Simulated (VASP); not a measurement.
# FeO (R-3m) in VASP: notebook

The runs below take FeO through relaxation of cell and atoms, single point, with PBE+U.

Everything below comes from runs of VASP 6.6.1. Logs are shortened: lines on timing, memory, paths and dates and some standing lists are left out, and cuts for length are marked.

**1. The cell of the first run**

The structure is trigonal, space group R-3m (No. 166). The conventional cell has a = 3.169 Å, b = 3.169 Å, c = 7.449 Å, α = 90.00°, β = 90.00°, γ = 120.00°. Fe (site symmetry -3m) has 6 O at 2.21 Å within 2.9 Å. O (site symmetry -3m) has 6 Fe at 2.21 Å within 2.9 Å.

**2. Relaxation of cell and atoms, PBE+U, collinear spin, ferromagnetic start**

INCAR reads:

```
SYSTEM = FeO
PREC = Accurate
ENCUT = 600
EDIFF = 1E-7
ISMEAR = 0
SIGMA = 0.02
LREAL = .False.
LASPH = .True.
NELM = 200
ALGO = Normal
ISIF = 3
LWAVE = .False.
LCHARG = .False.
ISPIN = 2
MAGMOM = 3.9 0.17
LORBIT = 11
LMAXMIX = 4
LDAU = .True.
LDAUTYPE = 2
LDAUL = 2 -1
LDAUU = 5.3 0
LDAUJ = 0 0
LDAUPRINT = 1
GGA = PE
IBRION = 2
NSW = 100
EDIFFG = -0.005
GGA_COMPAT = .False.
NELMIN = 4
```

KPOINTS reads:

```
regular mesh
0
Gamma
  12 12 12
  0 0 0
```

POSCAR reads:

```
FeO
1.0
    1.5844222963      0.9147666393      2.4830575933
   -1.5844222963      0.9147666393      2.4830575933
    0.0000000000     -1.8295332785      2.4830575934
Fe O
1 1
Direct
    0.0000000000      0.0000000000      0.0000000000
    0.5000000000      0.5000000000      0.5000000000
```

Potentials or basis: VASP PAW PBE potentials, release 64 (Fe_sv, O).

The run is started by

```console
cat potpaw_PBE.64/Fe_sv/POTCAR potpaw_PBE.64/O/POTCAR > POTCAR
mpirun -np 1 vasp_std > vasp.out
```

OUTCAR:

```text
SYSTEM = FeO
   PREC = Accurate
   ENCUT = 600
   EDIFF = 1E-7
   ISMEAR = 0
   LREAL = .False.
   LASPH = .True.
   NELM = 200
   ISIF = 3
   ISPIN = 2
   LORBIT = 11
   GGA = PE
   IBRION = 2
   NSW = 100
   EDIFFG = -0.005
   NELMIN = 4

 ion  position               nearest neighbor table
   1  0.000  0.000  0.000-   2 2.21   2 2.21   2 2.21   2 2.21   2 2.21   2 2.21
   2  0.500  0.500  0.500-   1 2.21   1 2.21   1 2.21   1 2.21   1 2.21   1 2.21

  LATTYP: Found a trigonal (rhomboedric) cell.
 ALAT       =     3.0842773917
 COS(alpha) =     0.4722052994

  Lattice vectors:

 A1 = (   1.5844222963,   0.9147666393,   2.4830575933)
 A2 = (  -1.5844222963,   0.9147666393,   2.4830575933)
 A3 = (   0.0000000000,  -1.8295332785,   2.4830575934)

Analysis of symmetry for initial positions (statically):
=====================================================================
 Subroutine PRICEL returns:
 Original cell was already a primitive cell.

 Routine SETGRP: Setting up the symmetry group for a
 trigonal (rhombohedral) supercell.

 Subroutine GETGRP returns: Found 12 space group operations
 (whereof 12 operations were pure point group operations)
 out of a pool of 12 trial point group operations.

The static configuration has the point symmetry D_3d.

Analysis of symmetry for dynamics (positions and initial velocities):
=====================================================================
 Subroutine PRICEL returns:
 Original cell was already a primitive cell.

 Routine SETGRP: Setting up the symmetry group for a
 trigonal (rhombohedral) supercell.

 Subroutine GETGRP returns: Found 12 space group operations
 (whereof 12 operations were pure point group operations)
 out of a pool of 12 trial point group operations.

The dynamic configuration has the point symmetry D_3d.

Analysis of structural, dynamic, and magnetic symmetry:
=====================================================================
 Subroutine PRICEL returns:
 Original cell was already a primitive cell.

 Routine SETGRP: Setting up the symmetry group for a
 trigonal (rhombohedral) supercell.

 Subroutine GETGRP returns: Found 12 space group operations
 (whereof 12 operations were pure point group operations)
 out of a pool of 12 trial point group operations.

The overall configuration has the point symmetry D_3d.

 Subroutine INISYM returns: Found 12 space group operations
 (whereof 12 operations are pure point group operations),
 and found     1 'primitive' translations

----------------------------------------------------------------------------------------

                                     Primitive cell

  volume of cell :      21.5933

  direct lattice vectors                    reciprocal lattice vectors
     1.584422296  0.914766639  2.483057593     0.315572434  0.182195830  0.134243094
    -1.584422296  0.914766639  2.483057593    -0.315572434  0.182195830  0.134243094
     0.000000000 -1.829533279  2.483057593     0.000000000 -0.364391659  0.134243094

  length of vectors
     3.084277392  3.084277392  3.084277392     0.388332962  0.388332962  0.388332962

  position of ions in fractional coordinates (direct lattice)
     0.000000000  0.000000000  0.000000000
     0.500000000  0.500000000  0.500000000

  ion indices of the primitive-cell ions
   primitive index   ion index
                 1           1
                 2           2

----------------------------------------------------------------------------------------

 KPOINTS: regular mesh

Automatic generation of k-mesh.
 Grid dimensions read from file:
 generate k-points for:   12   12   12

 Generating k-lattice:

[... 56 lines left out ...]
   LNONCOLLINEAR =      F non collinear calculations
   LSORBIT =      F    spin-orbit coupling
   LASPH  =      T    aspherical Exc in radial PAW
   ENCUT  =  600.0 eV  44.10 Ry    6.64 a.u.   6.16  6.16  6.16*2*pi/ulx,y,z
   NELM   =    200;   NELMIN=  4; NELMDL= -5     # of ELM steps
   EDIFF  = 0.1E-06   stopping-criterion for ELM
   LREAL  =      F    real-space projection
   EDIFFG = -.5E-02   stopping-criterion for IOM
   NSW    =    100    number of steps for IOM
   IBRION =      2    ionic relax: 0-MD 1-quasi-New 2-CG
   NFREE  =      1    steps in history (QN), initial steepest desc. (CG)
   ISIF   =      3    stress and relaxation
   ISYM   =      2    0-nonsym 1-usesym 2-fastsym
   POTIM  = 0.5000    time-step for ionic-motion
   TEBEG  =    0.0;   TEEND  =   0.0 temperature during run
   PSTRESS=    0.0 pullay stress
   NELECT =      22.0000    total number of electrons
   NUPDOWN=      -1.0000    fix difference up-down
   EMIN   =  10.00;   EMAX   =-10.00  energy-range for DOS
   EFERMI =   0.00;   METHOD = LEGACY
   ISMEAR =     0;   SIGMA  =   0.02  broadening in eV -4-tet -1-fermi 0-gaus
   EFERMI_NEDOS =   21; number of points for ismear=-14 and -15
   IALGO  =     38    algorithm
   IMIX   =      4    mixing-type and parameters
     AMIX     =   0.40;   BMIX     =  1.00
     AMIX_MAG =   1.60;   BMIX_MAG =  1.00
  volume/ion in A,a.u.               =      10.80        72.86
  Fermi-wavevector in a.u.,A,eV,Ry     =   1.647312  3.112969 36.921286  2.713638
  Thomas-Fermi vector in A             =   2.736793
   LORBIT       =     11    0 simple, 1 ext, 2 COOP (PROOUT), +10 PAW based schemes
 LDA+U is selected, type is set to LDAUTYPE =  2
   angular momentum for each species LDAUL =     2   -1
   U (eV)           for each species LDAUU =   5.3  0.0
   J (eV)           for each species LDAUJ =   0.0  0.0
   GGA     = PE    functional components
   LHFCALC =     F    Hartree Fock is set to
   AEXX    =    0.0000 exact exchange contribution
   IVDW    =     0    specifies the selected vdW correction
   LEPSILON=     F    determine dielectric tensor
   LRPA    =     F    only Hartree local field effects (RPA)
 conjugate gradient relaxation of ions
 spin polarized calculation
 Gauss-broadening in eV      SIGMA  =   0.02
  energy-cutoff  :      600.00
  volume of cell :       21.59
 maximum number of plane-waves:       742
 NGX is ok and might be reduce to    28
   NGX = 13   NGY = 13   NGZ = 13

--------------------------------------- Ionic step        1  -------------------------------------------

 number of electron      22.0000012 magnetization       4.0173877

 Free energy of the ion-electron system (eV)
  ---------------------------------------------------
  ext. energy  EPLUGINS =         0.00000000
  ---------------------------------------------------
  free energy    TOTEN  =       -12.05613703 eV

  energy without entropy =      -12.05589029  energy(sigma->0) =      -12.05601366

 E-fermi :   9.2879     XC(G=0): -12.0673

 val. band max:        9.2801432048   @ k =  -0.3333   0.0833   0.0000
 cond. band min:       9.2896460845   @ k =   0.4167   0.0833   0.0000
 fundamental gap:      0.0095028797
 Fermi energy:         9.2879026327

 spin component 1

 k-point     1 :       0.0000    0.0000    0.0000
  band No.  band energies     occupation
      1     -81.3590      1.00000
      2     -47.6151      1.00000
      3     -47.2636      1.00000
      4     -47.2636      1.00000
      5     -11.1328      1.00000
      6       2.6351      1.00000
[... 1236 lines left out ...]
  FREE ENERGIE OF THE ION-ELECTRON SYSTEM (eV)
  ---------------------------------------------------
  free  energy   TOTEN  =       -12.1078370709 eV

  energy  without entropy=      -12.1075044645  energy(sigma->0) =      -12.10767077

atom =   1  type =  1  l = 2

 onsite density matrix

spin component  1

  0.9176 -0.0000  0.0000 -0.0147  0.0000
 -0.0000  0.9272 -0.0000  0.0000 -0.0147
  0.0000 -0.0000  0.9101  0.0000 -0.0000
 -0.0147  0.0000  0.0000  0.9272 -0.0000
  0.0000 -0.0147 -0.0000 -0.0000  0.9176

spin component  2

  0.2306  0.0000 -0.0000  0.1623  0.0000
  0.0000  0.2166 -0.0000 -0.0000  0.1623
 -0.0000 -0.0000  0.0464  0.0000 -0.0000
  0.1623 -0.0000  0.0000  0.2166  0.0000
  0.0000  0.1623 -0.0000  0.0000  0.2306

 occupancies and eigenvectors

  o =  0.0464  v =  0.0000  0.0000  0.0000  0.0000  0.0000  0.0000 -0.0000 -1.0000  0.0000 -0.0000      0.0000  0.0000  0.0000  0.0000  0.0000  0.0000  0.0000  0.0000  0.0000  0.0000
  o =  0.0612  v =  0.0000  0.0000  0.0000  0.0000  0.0000  0.0000  0.7222 -0.0000  0.0000 -0.6917      0.0000  0.0000  0.0000  0.0000  0.0000  0.0000  0.0000  0.0000  0.0000  0.0000
  o =  0.0612  v =  0.0000  0.0000  0.0000  0.0000  0.0000 -0.6917  0.0000 -0.0000  0.7222  0.0000      0.0000  0.0000  0.0000  0.0000  0.0000  0.0000  0.0000  0.0000  0.0000  0.0000
  o =  0.3861  v =  0.0000  0.0000  0.0000  0.0000  0.0000 -0.7222  0.0000  0.0000 -0.6917 -0.0000      0.0000  0.0000  0.0000  0.0000  0.0000  0.0000  0.0000  0.0000  0.0000  0.0000
  o =  0.3861  v =  0.0000  0.0000  0.0000  0.0000  0.0000  0.0000 -0.6917  0.0000  0.0000 -0.7222      0.0000  0.0000  0.0000  0.0000  0.0000  0.0000  0.0000  0.0000  0.0000  0.0000
  o =  0.9069  v = -0.8097 -0.0000  0.0000 -0.5868  0.0000  0.0000  0.0000  0.0000  0.0000  0.0000      0.0000  0.0000  0.0000  0.0000  0.0000  0.0000  0.0000  0.0000  0.0000  0.0000
  o =  0.9069  v =  0.0000  0.5868  0.0000 -0.0000  0.8097  0.0000  0.0000  0.0000  0.0000  0.0000      0.0000  0.0000  0.0000  0.0000  0.0000  0.0000  0.0000  0.0000  0.0000  0.0000
  o =  0.9101  v =  0.0000 -0.0000  1.0000  0.0000 -0.0000  0.0000  0.0000  0.0000  0.0000  0.0000      0.0000  0.0000  0.0000  0.0000  0.0000  0.0000  0.0000  0.0000  0.0000  0.0000
  o =  0.9379  v =  0.0000 -0.8097  0.0000  0.0000  0.5868  0.0000  0.0000  0.0000  0.0000  0.0000      0.0000  0.0000  0.0000  0.0000  0.0000  0.0000  0.0000  0.0000  0.0000  0.0000
  o =  0.9379  v =  0.5868 -0.0000  0.0000 -0.8097  0.0000  0.0000  0.0000  0.0000  0.0000  0.0000      0.0000  0.0000  0.0000  0.0000  0.0000  0.0000  0.0000  0.0000  0.0000  0.0000

--------------------------------------- Ionic step        9  -------------------------------------------

 number of electron      21.9999990 magnetization       4.0012200

 Free energy of the ion-electron system (eV)
  ---------------------------------------------------
  ext. energy  EPLUGINS =         0.00000000
  ---------------------------------------------------
  free energy    TOTEN  =       -12.10784890 eV

  energy without entropy =      -12.10751793  energy(sigma->0) =      -12.10768341

 E-fermi :  10.2834     XC(G=0): -12.4488

 val. band max:       10.2829682502   @ k =  -0.0833   0.2500   0.0833
 cond. band min:      10.2893902370   @ k =  -0.2500   0.3333   0.0833
 fundamental gap:      0.0064219868
 Fermi energy:        10.2834126241

 spin component 1

 k-point     1 :       0.0000    0.0000    0.0000
  band No.  band energies     occupation
      1     -80.3712      1.00000
      2     -46.6690      1.00000
      3     -46.2584      1.00000
      4     -46.2584      1.00000
      5     -10.7462      1.00000
      6       3.4938      1.00000
[... 984 lines left out ...]
  FREE ENERGIE OF THE ION-ELECTRON SYSTEM (eV)
  ---------------------------------------------------
  free  energy   TOTEN  =       -12.1078489018 eV

  energy  without entropy=      -12.1075179259  energy(sigma->0) =      -12.10768341

 reached required accuracy - stopping structural energy minimisation

 total charge

# of ion       s       p       d       tot
------------------------------------------
    1        2.105   5.999   5.517  13.621
    2        1.548   3.470   0.000   5.018
--------------------------------------------------
tot          3.653   9.469   5.517  18.639

 magnetization (x)

# of ion       s       p       d       tot
------------------------------------------
    1        0.015   0.011   3.648   3.674
    2        0.023   0.172   0.000   0.195
--------------------------------------------------
tot          0.038   0.183   3.648   3.869
```

Run time: 9.6 min. Hardware: 1 thread of Intel Xeon 6975P-C (Granite Rapids), shared host; peak memory 0.29 GiB.

What came out:

```
Free energy                                           : -12.1078 eV
Relaxed volume                                        : 10.10 Å³/atom
Relaxed cell                                          : a = 3.041 Å, b = 3.041 Å, c = 3.041 Å, α = 60.71°, β = 60.71°, γ = 60.71°
Space group after relaxing (to 0.1 Å)                 : Fm-3m (No. 225)
Energy gained by relaxing                             : 25.9 meV/atom
Ionic steps                                           : 9
Pressure after relaxing                               : 0.0 GPa
Band gap on the k mesh                                : zero (filled and empty bands overlap)
Net moment                                            : 4.00 μB per cell
Site moments                                          : Fe +3.67; O +0.20 μB
Valence electrons inside the program's atomic spheres : Fe 13.62; O 5.02
```

Step by step:
```csv
step,energy change (eV),largest force (eV/Å),pressure (GPa),volume (Å³)
1,0.0000,0.0000,-10.52,21.59
2,-0.0339,0.0000,7.52,19.45
3,-0.0501,0.0000,0.04,20.18
4,-0.0501,0.0000,0.28,20.16
5,-0.0509,0.0000,0.25,20.16
6,-0.0517,0.0000,0.15,20.18
7,-0.0517,0.0000,0.15,20.18
8,-0.0517,0.0000,-0.16,20.22
9,-0.0517,0.0000,-0.02,20.19
```

Final structure:
```
Fe O
1.0
     1.53649    0.88709    2.46932
    -1.53649    0.88709    2.46932
     0.00000   -1.77418    2.46932
Fe O
1 1
Direct
  0.00000 0.00000 0.00000
  0.50000 0.50000 0.50000
```

Levels at points of the mesh, in eV from the Fermi level:
Spin up:
| k point | band 9 | band 10 | band 11 | band 12 | band 13 | band 14 | band 15 | band 16 | band 17 |
| --- | --- | --- | --- | --- | --- | --- | --- | --- | --- |
| (0.00, 0.00, 0.00) | -6.27 | -6.27 | -4.15 | -4.15 | -4.06 | -0.48 | 14.71 | 15.74 | 15.74 |
| (0.50, 0.00, 0.00) | -6.10 | -5.62 | -4.63 | -1.92 | -1.88 | 3.53 | 7.81 | 11.86 | 11.96 |
| (0.50, 0.50, 0.00) | -5.69 | -5.61 | -5.36 | -5.34 | -5.26 | 4.57 | 8.23 | 9.53 | 13.99 |
| (0.50, 0.50, 0.50) | -5.60 | -5.60 | -4.98 | -1.88 | -1.88 | 3.34 | 8.08 | 11.65 | 11.65 |
Spin down:
| k point | band 7 | band 8 | band 9 | band 10 | band 11 | band 12 |
| --- | --- | --- | --- | --- | --- | --- |
| (0.00, 0.00, 0.00) | -3.80 | -3.68 | -0.97 | -0.97 | 0.17 | 0.96 |
| (0.50, 0.00, 0.00) | -5.38 | -5.15 | 0.34 | 0.41 | 2.20 | 3.85 |
| (0.50, 0.50, 0.00) | -5.01 | -4.88 | -2.05 | 0.58 | 2.07 | 2.41 |
| (0.50, 0.50, 0.50) | -5.31 | -5.31 | 0.25 | 0.25 | 2.18 | 3.72 |

Eigenvalues of the final occupation matrices:
```tsv
site	spin	trace	eigenvalues
site 1 d	1	4.60	0.91 0.91 0.91 0.94 0.94
site 1 d	2	0.94	0.05 0.06 0.06 0.39 0.39
```

Caveat: a cell with one magnetic atom can't hold antiferromagnetic order, which such compounds often take.

**3. Single point, PBE+U, collinear spin, ferromagnetic start (11.88 Å³/atom)**

This run uses another cell than the first one, of 11.88 Å³/atom.

INCAR reads:

```
SYSTEM = FeO
  ALGO = Normal
  EDIFF = 1E-6
  ENCUT = 700
  GGA = PE
  GGA_COMPAT = .FALSE.
  ISIF = 2
  ISMEAR = 0
  ISPIN = 2
  LASPH = .TRUE.
  LCHARG = .FALSE.
  LDAU = .TRUE.
  LDAUJ = 0 0
  LDAUL = 2 -1
  LDAUPRINT = 1
  LDAUTYPE = 2
  LDAUU = 5.3 0
  LMAXMIX = 4
  LORBIT = 11
  LREAL = .FALSE.
  LWAVE = .FALSE.
  MAGMOM = 3.9 0.17
  NBANDS = 22
  NELM = 200
  PREC = Accurate
  SIGMA = 0.02
```

KPOINTS reads:

```
k-points
0
G
  12 12 12
  0 0 0
```

POSCAR reads:

```
FeO
1.0
    1.6323662197      0.9424470763      2.5732748228
   -1.6323662197      0.9424470763      2.5732748228
    0.0000000000     -1.8848941526      2.5732748228
Fe O
1 1
Direct
    0.0000000000      0.0000000000      0.0000000000
    0.5000000000      0.5000000000      0.5000000000
```

Potentials or basis: VASP PAW PBE potentials, release 64 (Fe_sv, O).

The run is started by

```console
cat potpaw_PBE.64/Fe_sv/POTCAR potpaw_PBE.64/O/POTCAR > POTCAR
mpirun -np 1 vasp_std > vasp.out
```

Run time: 3 min. Hardware: 1 thread of Intel Xeon 6975P-C (Granite Rapids), shared host; peak memory 0.34 GiB.

Results (log left out):

| Item | Value |
| --- | --- |
| Free energy | -11.8809 eV |
| Pressure | -19.2 GPa |
| Band gap on the k mesh | zero (filled and empty bands overlap) |
| Net moment | 4.02 μB per cell |
| Site moments | Fe +3.69; O +0.17 μB |
| Valence electrons inside the program's atomic spheres | Fe 13.57; O 4.94 |

Stress tensor (GPa, compression positive):
```
-19.99   0.00   0.00
  0.00 -19.99   0.00
  0.00   0.00 -17.49
```

Levels at points of the mesh, in eV from the Fermi level:
Spin up:
| k point | band 11 | band 12 | band 13 | band 14 | band 15 | band 16 |
| --- | --- | --- | --- | --- | --- | --- |
| (0.00, 0.00, 0.00) | -3.47 | -3.47 | -3.29 | -1.13 | 14.19 | 14.55 |
| (0.50, 0.00, 0.00) | -4.63 | -1.99 | -1.96 | 3.26 | 6.45 | 10.84 |
| (0.50, 0.50, 0.00) | -5.39 | -4.52 | -4.31 | 3.58 | 7.35 | 9.00 |
| (0.50, 0.50, 0.50) | -4.86 | -1.98 | -1.98 | 3.01 | 6.92 | 10.43 |
Spin down:
```
           k point  band 5  band 6  band 7  band 8  band 9  band 10  band 11  band 12  band 13  band 14
(0.00, 0.00, 0.00)  -19.35   -3.18   -3.18   -2.98   -0.77    -0.77    -0.47     1.46     1.97     1.97
(0.50, 0.00, 0.00)  -18.54   -7.18   -4.42   -4.10    0.26     0.33     2.31     3.61     3.69     3.71
(0.50, 0.50, 0.00)  -18.45   -6.22   -4.23   -4.00   -1.44     0.43     2.03     2.49     2.53     5.03
(0.50, 0.50, 0.50)  -18.47   -6.94   -4.37   -4.37    0.19     0.19     2.29     3.41     3.78     3.78
```

Eigenvalues of the final occupation matrices:
```tsv
site	spin	trace	eigenvalues
site 1 d	1	4.59	0.91 0.91 0.91 0.93 0.93
site 1 d	2	0.92	0.03 0.05 0.05 0.40 0.40
```

Caveat: the cell stands under tension; a cell with one magnetic atom can't hold antiferromagnetic order, which such compounds often take.
